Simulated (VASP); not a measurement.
Here is a VASP 6.6.1 calculation.

Contents of INCAR:

```
SYSTEM = Pb
ALGO = Normal ; EDIFF = 1E-6
ENCUT = 520 ; GGA = PE
ISIF = 2 ; ISMEAR = 0
LASPH = .TRUE. ; LCHARG = .TRUE.
LELF = .TRUE. ; LREAL = .FALSE.
LVHAR = .TRUE. ; LWAVE = .FALSE.
NBANDS = 13 ; NELM = 100
PREC = Accurate ; SIGMA = 0.6
```

KPOINTS

```
k-points
0
G
  11 11 11
  0 0 0
```

File POSCAR:

```
Pb
1.0
    0.0000000000      2.5175937382      2.5175937382
    2.5175937382      0.0000000000      2.5175937382
    2.5175937382      2.5175937382      0.0000000000
Pb
1
Direct
    0.0000000000      0.0000000000      0.0000000000
```

Potentials or basis: VASP PAW PBE potentials, release 64 (Pb_d).

Launch:

```bash
$ cat potpaw_PBE.64/Pb_d/POTCAR > POTCAR
$ mpirun -np 1 vasp_std > vasp.out
```

Q: Estimate the band gap on the k mesh.

A: Zero (band 7 reaches 13.74 eV, above the bottom of band 8 at 5.37 eV).

Q: Estimate the pressure.

A: 0.2 GPa.

Caveat: spin-orbit coupling is left out, which moves the levels of the heavy elements.
